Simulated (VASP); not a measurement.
Set up this calculation in VASP 6.6.1, as the native input.

```
Task                   : single point
Functional             : PBE
Dispersion             : D3(BJ)
Potentials or basis    : VASP PAW PBE potentials, release 64 (Al)
Cutoff                 : 520 eV
k mesh                 : 20 × 20 × 20
Occupations            : gaussian, width 0.15 eV
Spin                   : no spin polarisation
Dipole correction      : no
Further INCAR settings : ALGO = Fast; EDIFF = 1e-07; NBANDS = 8
```

The structure of Al lies in POSCAR:

```
Al
1.0
    0.0000000000      1.9936203000      2.0239800000
    1.9936203000      0.0000000000      2.0239800000
    1.9936203000      1.9936203000      0.0000000000
Al
1
Direct
    0.0000000000      0.0000000000      0.0000000000
```

This cell differs from its parent crystal: strain -0.015 along x and y, +0.000 along z.

The input as run:

INCAR

```
SYSTEM = Al
ALGO = Fast
EDIFF = 1E-7
ENCUT = 520
GGA = PE
ISIF = 2
ISMEAR = 0
IVDW = 12
LASPH = .True.
LCHARG = .False.
LREAL = .False.
LWAVE = .False.
NBANDS = 8
NELM = 100
PREC = Accurate
SIGMA = 0.15
```

KPOINTS

```
k-points
0
Gamma
  20 20 20
  0 0 0
```

Potentials or basis: VASP PAW PBE potentials, release 64 (Al).

Run with:

```bash
$ cat potpaw_PBE.64/Al/POTCAR > POTCAR
$ mpirun -np 1 vasp_std > vasp.out
```

Results of the run:

The pressure is -1.6 GPa and the dispersion energy per atom is -0.345 eV.

Caveat: the cell differs from its parent crystal (strain -0.015 along x and y, +0.000 along z); pairwise dispersion overbinds metals, which lowers pressure and volume.

Wall time 40 s on 1 thread of Intel Xeon 6975P-C, on a shared host, peak memory 0.2 GiB.
